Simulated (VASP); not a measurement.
Crystal: Ca2Ge3N.

```
Ca Ge N
1.0
     4.06595    0.00000    0.00000
     0.00000    4.06595    0.00000
     0.00000    0.00000    7.85653
Ca Ge N
2 3 1
Cartesian
  0.0000 0.0000 6.6859
  0.0000 0.0000 1.1706
  0.0000 0.0000 3.9283
  0.0000 2.0330 3.6517
  2.0330 0.0000 4.2048
  2.0330 2.0330 3.9283
```

The cell was built from a structure type or drawn by symmetry, and may not be a known phase.

- Program: VASP 6.6.1
- Task: relaxation of cell and atoms
- Functional: PBE
- Potentials or basis: VASP PAW PBE potentials, release 64 (Ca_sv, Ge_d, N)
- Cutoff: 600 eV
- k mesh: 4 × 4 × 2
- Occupations: gaussian, width 0.1 eV
- Spin: no spin polarisation

At the start: pressure 32.0 GPa; volume 21.65 Å³/atom.

How do energy, volume and symmetry change on relaxing?

Over 32 steps the energy falls by 1152.4 meV/atom and the volume is 29.77 Å³/atom (+37.5 %); space group P-4m2 (No. 115, to 0.1 Å) before and after.

The path:
| step | energy change (eV) | largest force (eV/Å) | pressure (GPa) | volume (Å³) |
| --- | --- | --- | --- | --- |
| 1 | 0.0000 | 3.5535 | 31.96 | 129.88 |
| 2 | -4.1642 | 2.0608 | -3.67 | 227.70 |
| 3 | -4.8384 | 2.2527 | 0.40 | 184.57 |
| 4 | -5.5676 | 1.2730 | 0.43 | 190.70 |
| 5 | -5.9308 | 0.6223 | 0.24 | 197.18 |
| 6 | -5.9713 | 0.6822 | 0.22 | 199.49 |
| 7 | -5.9806 | 0.7452 | 0.23 | 200.87 |
| 8 | -6.0601 | 0.5946 | -0.42 | 203.53 |
| 9 | -6.0847 | 0.4183 | -0.92 | 206.02 |
| 10 | -6.1415 | 0.4263 | -0.59 | 203.49 |
| 11 | -6.2627 | 0.6854 | 0.35 | 195.98 |
| 12 | -6.0210 | 2.1266 | 3.71 | 181.37 |
| 13 | -6.2813 | 0.8188 | 0.70 | 193.73 |
| 14 | -6.3386 | 0.7768 | 0.70 | 193.09 |
| 15 | -6.4761 | 0.7989 | 0.79 | 191.04 |
| 16 | -6.5144 | 1.1960 | 0.74 | 186.39 |
| 17 | -6.5522 | 0.9872 | 0.79 | 188.96 |
| 18 | -6.5573 | 1.0782 | 0.74 | 187.79 |
| 19 | -6.6513 | 0.8267 | 0.00 | 189.68 |
| 20 | -6.7441 | 0.3660 | -1.39 | 193.80 |
| 21 | -6.7985 | 0.3572 | -0.55 | 188.72 |
| 22 | -6.8124 | 0.3458 | 0.34 | 184.09 |
| 23 | -6.8331 | 0.2951 | 0.26 | 183.40 |
| 24 | -6.8781 | 0.3449 | 0.23 | 181.32 |
| 25 | -6.8548 | 0.5357 | 0.22 | 177.15 |
| 26 | -6.8899 | 0.4038 | 0.20 | 180.04 |
| 27 | -6.9073 | 0.0711 | -0.58 | 181.53 |
| 28 | -6.9073 | 0.0754 | -0.54 | 181.52 |
| 29 | -6.9141 | 0.0658 | 0.08 | 177.48 |
| 30 | -6.9145 | 0.0495 | -0.05 | 178.24 |
| 31 | -6.9145 | 0.0508 | 0.06 | 178.18 |
| 32 | -6.9147 | 0.0231 | -0.06 | 178.65 |

Final structure:
```
CELL_PARAMETERS angstrom
4.18582 0.00000 0.00000
0.00000 4.18582 0.00000
0.00000 0.00000 10.19618
ATOMIC_POSITIONS crystal
Ca 0.00000 0.00000 0.82046
Ca 0.00000 0.00000 0.17954
Ge 0.00000 0.00000 0.50000
Ge 0.00000 0.50000 0.38365
Ge 0.50000 0.00000 0.61635
N 0.50000 0.50000 0.50000
```

Caveat: the k points lie up to 0.38 Å⁻¹ apart in the final cell, too coarse for converged energies and pressures of a metal; the volume moved by over 15 % at a fixed basis, so the end points are rough.
